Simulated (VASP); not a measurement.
A run of VASP 6.6.1 is set up as follows.

File INCAR:

```
SYSTEM = Rb
PREC     = Accurate       ! precision mode
ENCUT    = 520            ! plane-wave cutoff, eV
EDIFF    = 1E-6           ! SCF threshold, eV
ISMEAR   = -1             ! smearing method
SIGMA    = 0.05           ! smearing width, eV
LREAL    = .FALSE.        ! projectors in reciprocal space
LASPH    = .TRUE.         ! aspherical terms in the spheres
NELM     = 100            ! most SCF steps
ALGO     = Normal         ! electronic algorithm
ISIF     = 2              ! what is computed and relaxed
LWAVE    = .FALSE.        ! write WAVECAR
LCHARG   = .FALSE.        ! write CHGCAR
GGA      = PS             ! functional
NBANDS   = 10             ! bands
```

The input KPOINTS:

```
Automatic mesh
0
G
  8 8 8
  0 0 0
```

POSCAR

```
Rb
1.0
   -2.8340600000      2.8340600000      2.8060000000
    2.8340600000     -2.8340600000      2.8060000000
    2.8340600000      2.8340600000     -2.8060000000
Rb
1
Direct
    0.0000000000      0.0000000000      0.0000000000
```

Potentials or basis: VASP PAW PBE potentials, release 64 (Rb_sv).

Run with:

```sh
$ cat potpaw_PBE.64/Rb_sv/POTCAR > POTCAR
$ mpirun -np 1 vasp_std > vasp.out
```

(1) What does it give for the pressure?

Results:

(1) -0.1 GPa.

Caveat: the cell differs from its parent crystal (equal xx and yy strain of +1 %); the PAW data sets were made with another functional, which shifts forces and pressure a little.
